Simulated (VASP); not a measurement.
# Li (P6/mmm) in VASP: a series of runs

Li is run at these levels: PBE; tasks: single point.

Everything below comes from runs of VASP 6.6.1. Logs are shortened: lines on timing, memory, paths and dates and some standing lists are left out, and cuts for length are marked.

## (1) The cell of the first run

The structure is hexagonal, space group P6/mmm (No. 191). The conventional cell has a = 4.930 Å, b = 4.930 Å, c = 2.886 Å, α = 90.00°, β = 90.00°, γ = 120.00°. Within 3.8 Å of Li (site symmetry 6/mmm) lie 14 Li at 2.89 to 3.19 Å. Within 3.8 Å of Li (site symmetry -6m2) lie 11 Li at 2.85 to 3.19 Å.

This isn't the form of Li at room conditions, which is bcc.

## (2) Single point, PBE

File INCAR:

```
SYSTEM = Li
  PREC = Accurate
  ENCUT = 520
  EDIFF = 1E-6
  ISMEAR = -1
  SIGMA = 0.1
  LREAL = .FALSE.
  LASPH = .TRUE.
  NELM = 60
  ALGO = Normal
  ISIF = 2
  LWAVE = .FALSE.
  LCHARG = .FALSE.
  GGA = PE
  NBANDS = 12
```

File KPOINTS:

```
Automatic mesh
0
G
  7 7 10
  0 0 0
```

File POSCAR:

```
Li
1.0
    4.9301984858      0.0000000000      0.0000000000
   -2.4650992429      4.2696771344      0.0000000000
    0.0000000000      0.0000000000      2.8856942931
Li
3
Direct
    1.0000000000      0.0000000000      1.0000000000
    0.3333333333      0.6666666667      0.5000000000
    0.6666666667      0.3333333333      0.5000000000
```

Potentials or basis: VASP PAW PBE potentials, release 64 (Li_sv).

On the command line:

```sh
$ cat potpaw_PBE.64/Li_sv/POTCAR > POTCAR
$ mpirun -np 1 vasp_std > vasp.out
```

OUTCAR:

```text
SYSTEM = Li
   PREC = Accurate
   ENCUT = 520
   EDIFF = 1E-6
   ISMEAR = -1
   LREAL = .FALSE.
   LASPH = .TRUE.
   NELM = 60
   ISIF = 2
   GGA = PE

 ion  position               nearest neighbor table
   1  0.000  0.000  0.000-
   2  0.333  0.667  0.500-
   3  0.667  0.333  0.500-

  LATTYP: Found a hexagonal cell.
 ALAT       =     4.9301984858
 C/A-ratio  =     0.5853099630

  Lattice vectors:

 A1 = (   4.9301984858,   0.0000000000,   0.0000000000)
 A2 = (  -2.4650992429,   4.2696771344,   0.0000000000)
 A3 = (   0.0000000000,   0.0000000000,   2.8856942931)

Analysis of symmetry for initial positions (statically):
=====================================================================
 Subroutine PRICEL returns:
 Original cell was already a primitive cell.

 Routine SETGRP: Setting up the symmetry group for a
 hexagonal supercell.

 Subroutine GETGRP returns: Found 24 space group operations
 (whereof 24 operations were pure point group operations)
 out of a pool of 24 trial point group operations.

The static configuration has the point symmetry D_6h.

Analysis of symmetry for dynamics (positions and initial velocities):
=====================================================================
 Subroutine PRICEL returns:
 Original cell was already a primitive cell.

 Routine SETGRP: Setting up the symmetry group for a
 hexagonal supercell.

 Subroutine GETGRP returns: Found 24 space group operations
 (whereof 24 operations were pure point group operations)
 out of a pool of 24 trial point group operations.

The dynamic configuration has the point symmetry D_6h.

 Subroutine INISYM returns: Found 24 space group operations
 (whereof 24 operations are pure point group operations),
 and found     1 'primitive' translations

----------------------------------------------------------------------------------------

                                     Primitive cell

  volume of cell :      60.7449

  direct lattice vectors                    reciprocal lattice vectors
     4.930198486  0.000000000  0.000000000     0.202831590  0.117104873  0.000000000
    -2.465099243  4.269677134  0.000000000     0.000000000  0.234209747  0.000000000
     0.000000000  0.000000000  2.885694293     0.000000000  0.000000000  0.346537054

  length of vectors
     4.930198486  4.930198486  2.885694293     0.234209747  0.234209747  0.346537054

  position of ions in fractional coordinates (direct lattice)
     0.000000000  0.000000000  0.000000000
     0.333333333  0.666666667  0.500000000
     0.666666667  0.333333333  0.500000000

  ion indices of the primitive-cell ions
   primitive index   ion index
                 1           1
                 2           2
                 3           3

----------------------------------------------------------------------------------------

 KPOINTS: Automatic mesh

Automatic generation of k-mesh.
 Grid dimensions read from file:
 generate k-points for:    7    7   10

 Generating k-lattice:

  Cartesian coordinates                     Fractional coordinates (reciprocal lattice)
     0.028975941  0.016729268  0.000000000     0.142857143  0.000000000  0.000000000
     0.000000000  0.033458535  0.000000000     0.000000000  0.142857143  0.000000000
     0.000000000  0.000000000  0.034653705     0.000000000  0.000000000  0.100000000

  Length of vectors
     0.033458535  0.033458535  0.034653705

  Shift w.r.t. Gamma in fractional coordinates (k-lattice)
     0.000000000  0.000000000  0.000000000

 Subroutine IBZKPT returns following result:
 ===========================================

 Found     48 irreducible k-points:

 Following reciprocal coordinates:
            Coordinates               Weight
  0.000000  0.000000  0.000000      1.000000
  0.142857  0.000000  0.000000      6.000000
  0.285714 -0.000000  0.000000      6.000000
  0.428571 -0.000000  0.000000      6.000000
  0.142857  0.142857  0.000000      6.000000
  0.285714  0.142857  0.000000     12.000000
[... 16 lines left out ...]
  0.428571  0.142857  0.200000     12.000000
  0.285714  0.285714  0.200000     12.000000
 [... further k-points ...]
   k-points           NKPTS =     48   k-points in BZ     NKDIM =     48   number of bands    NBANDS=     12
   number of dos      NEDOS =    301   number of ions     NIONS =      3
   total plane-waves  NPLWV =  38400
   dimension x,y,z NGX =    40 NGY =   40 NGZ =   24
   dimension x,y,z NGXF=    80 NGYF=   80 NGZF=   48
   ions per type =               3
   NGX,Y,Z   is equivalent  to a cutoff of  13.49, 13.49, 13.83 a.u.
   NGXF,Y,Z  is equivalent  to a cutoff of  26.98, 26.98, 27.65 a.u.
 SYSTEM =  Li
   PREC   = accura    normal or accurate (medium, high low for compatibility)
   ISTART =      0    job   : 0-new  1-cont  2-samecut
   ICHARG =      2    charge: 1-file 2-atom 10-const
   ISPIN  =      1    spin polarized calculation?
   LNONCOLLINEAR =      F non collinear calculations
   LSORBIT =      F    spin-orbit coupling
   LASPH  =      T    aspherical Exc in radial PAW
   ENCUT  =  520.0 eV  38.22 Ry    6.18 a.u.   9.17  9.17  5.37*2*pi/ulx,y,z
   NELM   =     60;   NELMIN=  2; NELMDL= -5     # of ELM steps
   EDIFF  = 0.1E-05   stopping-criterion for ELM
   LREAL  =      F    real-space projection
   EDIFFG = 0.1E-04   stopping-criterion for IOM
   NSW    =      0    number of steps for IOM
   IBRION =     -1    ionic relax: 0-MD 1-quasi-New 2-CG
   NFREE  =      0    steps in history (QN), initial steepest desc. (CG)
   ISIF   =      2    stress and relaxation
   ISYM   =      2    0-nonsym 1-usesym 2-fastsym
   POTIM  = 0.5000    time-step for ionic-motion
   TEBEG  =    0.0;   TEEND  =   0.0 temperature during run
   PSTRESS=    0.0 pullay stress
   NELECT =       9.0000    total number of electrons
   NUPDOWN=      -1.0000    fix difference up-down
   EMIN   =  10.00;   EMAX   =-10.00  energy-range for DOS
   EFERMI =   0.00;   METHOD = LEGACY
   ISMEAR =    -1;   SIGMA  =   0.10  broadening in eV -4-tet -1-fermi 0-gaus
   EFERMI_NEDOS =   21; number of points for ismear=-14 and -15
   IALGO  =     38    algorithm
   IMIX   =      4    mixing-type and parameters
     AMIX     =   0.40;   BMIX     =  1.00
     AMIX_MAG =   1.60;   BMIX_MAG =  1.00
  volume/ion in A,a.u.               =      20.25       136.64
  Fermi-wavevector in a.u.,A,eV,Ry     =   0.866268  1.637010 10.210094  0.750421
  Thomas-Fermi vector in A             =   1.984633
   LORBIT       =      0    0 simple, 1 ext, 2 COOP (PROOUT), +10 PAW based schemes
   GGA     = PE    functional components
   LHFCALC =     F    Hartree Fock is set to
   AEXX    =    0.0000 exact exchange contribution
   IVDW    =     0    specifies the selected vdW correction
   LEPSILON=     F    determine dielectric tensor
   LRPA    =     F    only Hartree local field effects (RPA)
 non-spin polarized calculation
  energy-cutoff  :      520.00
  volume of cell :       60.74
 maximum number of plane-waves:      1648
 NGX is ok and might be reduce to    40
   NGX = 19   NGY = 19   NGZ = 11

 number of electron       8.9999989 magnetization

 Free energy of the ion-electron system (eV)
  ---------------------------------------------------
  ext. energy  EPLUGINS =         0.00000000
  ---------------------------------------------------
  free energy    TOTEN  =        -5.70104786 eV

  energy without entropy =       -5.65409214  energy(sigma->0) =       -5.67757000

 E-fermi :   0.6558     XC(G=0):  -7.0465

 val. band max:        0.6213429085   @ k =   0.2857   0.2857   0.3000
 cond. band min:       0.6678144532   @ k =   0.2857   0.2857   0.4000
 fundamental gap:      0.0464715446
 Fermi energy:         0.6558210773

 k-point     1 :       0.0000    0.0000    0.0000
  band No.  band energies     occupation
      1     -45.9582      2.00000
      2     -45.9375      2.00000
      3     -45.8395      2.00000
      4      -2.9310      2.00000
      5       2.7264      0.00000
      6       2.7264      0.00000
      7       2.7831      0.00000
      8       2.7831      0.00000
      9       6.4780      0.00000
     10       6.6467      0.00000
     11      10.8208      0.00000
     12      14.9583      0.00000

 k-point     2 :       0.1429    0.0000    0.0000
  band No.  band energies     occupation
      1     -45.9572      2.00000
      2     -45.9384      2.00000
      3     -45.8396      2.00000
      4      -2.8061      2.00000
      5       1.4613      0.00064
      6       1.7625      0.00003
      7       3.5680      0.00000
      8       4.0733      0.00000
      9       6.9404      0.00000
     10       7.1541      0.00000
     11      10.9750      0.00000
     12      14.0029      0.00000

 k-point     3 :       0.2857   -0.0000    0.0000
  band No.  band energies     occupation
      1     -45.9547      2.00000
      2     -45.9408      2.00000
      3     -45.8398      2.00000
      4      -2.4316      2.00000
      5       0.1713      1.98439
      6       1.1001      0.02325
      7       3.7413      0.00000
      8       5.7116      0.00000
      9       7.8604      0.00000
     10       8.7732      0.00000
     11      11.4341      0.00000
     12      12.2426      0.00000
[... 286 lines left out ...]
 k-point    23 :       0.4286    0.1429    0.2000
  band No.  band energies     occupation
      1     -45.9463      2.00000
      2     -45.9410      2.00000
      3     -45.8360      2.00000
      4      -0.7685      2.00000
      5      -0.7351      2.00000
      6       0.8720      0.20651
      7       4.6571      0.00000
      8       7.6268      0.00000
      9       8.2366      0.00000
     10       9.0279      0.00000
     11       9.4348      0.00000
     12       9.8362      0.00000

 k-point    24 :       0.2857    0.2857    0.2000
  band No.  band energies     occupation
      1     -45.9455      2.00000
      2     -45.9418      2.00000
      3     -45.8360      2.00000
      4      -0.8816      2.00000
      5      -0.0421      1.99814
      6       0.0103      1.99686
      7       6.1430      0.00000
      8       6.2540      0.00000
      9       7.8670      0.00000
     10       9.1685      0.00000
     11       9.4156      0.00000
     12       9.8450      0.00000

 [... further k-points ...]

------------------------ aborting loop because EDIFF is reached ----------------------------------------

  FORCE on cell =-STRESS in cart. coord.  units (eV):
  Direction    XX          YY          ZZ          XY          YZ          ZX
  --------------------------------------------------------------------------------------
  -------------------------------------------------------------------------------------
  Total       -0.0246082     -0.0246082     -0.0228663      0.0000000     -0.0000000     -0.0000000
  in kB       -0.6490534     -0.6490534     -0.6031105      0.0000000     -0.0000000     -0.0000000
  external PRESSURE =      -0.6337391 kB  Pullay stress =       0.0000000 kB

 VOLUME and BASIS-vectors are now :
 -----------------------------------------------------------------------------
  energy-cutoff  :      520.00
  volume of cell :       60.74
      direct lattice vectors                 reciprocal lattice vectors
     4.930198486  0.000000000  0.000000000     0.202831590  0.117104873  0.000000000
    -2.465099243  4.269677134  0.000000000     0.000000000  0.234209747  0.000000000
     0.000000000  0.000000000  2.885694293     0.000000000  0.000000000  0.346537054

 POSITION                                       TOTAL-FORCE (eV/Angst)
 -----------------------------------------------------------------------------------
      0.00000      0.00000      0.00000         0.000000      0.000000     -0.000000
     -0.00000      2.84645      1.44285         0.000000     -0.000000     -0.000000
      2.46510      1.42323      1.44285        -0.000000      0.000000      0.000000
 -----------------------------------------------------------------------------------
    total drift:                               -0.000000      0.000000      0.000000

  FREE ENERGIE OF THE ION-ELECTRON SYSTEM (eV)
  ---------------------------------------------------
  free  energy   TOTEN  =        -5.7010478564 eV

  energy  without entropy=       -5.6540921421  energy(sigma->0) =       -5.67757000
```

Wall time 26 s (1 thread of Intel Xeon Platinum 8488C (Sapphire Rapids), shared host); peak memory 0.18 GiB.

Results:

* Free energy: -5.7010 eV
* Band gap on the k mesh: zero (an odd number of electrons rules out a gap without spin polarisation)

Caveat: the cutoff is under 1.25 times the usual one of these potentials, so pressure, stress and relaxed cells hold a basis-set (Pulay) error.

## (3) Single point, PBE (17.82 Å³/atom)

This run uses another cell than the first one, of 17.82 Å³/atom.

File INCAR:

```
  PREC = Accurate
  ENCUT = 520
  EDIFF = 1E-7
  ISMEAR = -1
  SIGMA = 0.1
  LREAL = False
  LASPH = True
  NELM = 60
  ALGO = Normal
  ISIF = 2
  LWAVE = False
  LCHARG = False
  GGA = PE
  NBANDS = 12
```

File KPOINTS:

```
Automatic mesh
0
Gamma
  8 8 12
```

File POSCAR:

```
Li
1.0
    4.7245301848      0.0000000000      0.0000000000
   -2.3622650924      4.0915631610      0.0000000000
    0.0000000000      0.0000000000      2.7653145875
Li
3
Direct
    1.0000000000      0.0000000000      1.0000000000
    0.3333333333      0.6666666667      0.5000000000
    0.6666666667      0.3333333333      0.5000000000
```

Potentials or basis: VASP PAW PBE potentials, release 64 (Li_sv).

On the command line:

```sh
$ cat potpaw_PBE.64/Li_sv/POTCAR > POTCAR
$ mpirun -np 1 vasp_std > vasp.out
```

Run time: 34 s. Hardware: 1 thread of Intel Xeon Platinum 8488C (Sapphire Rapids), shared host; peak memory 0.18 GiB.

It converged, with:

```
Free energy            : -5.6531 eV
Band gap on the k mesh : zero (an odd number of electrons rules out a gap without spin polarisation)
```

Levels at points of the mesh, in eV from the Fermi level:
```
           k point  band 1  band 2  band 3  band 4  band 5  band 6  band 7  band 8  band 9
(0.00, 0.00, 0.00)  -46.38  -46.35  -46.25   -3.72    2.24    2.24    2.29    2.29    6.61
(0.50, 0.00, 0.00)  -46.37  -46.36  -46.25   -2.14   -2.11    0.05    3.53    8.75    8.83
(0.00, 0.00, 0.50)  -46.36  -46.33  -46.23   -0.58    0.21    5.89    5.95    5.95    6.90
(0.50, 0.00, 0.50)  -46.35  -46.34  -46.23    0.60    0.77    2.15    3.44    4.35    5.39
```

Caveat: the cutoff is under 1.25 times the usual one of these potentials, so pressure, stress and relaxed cells hold a basis-set (Pulay) error.

The gap in the log of VASP goes by the Fermi energy; the results here count the filled bands.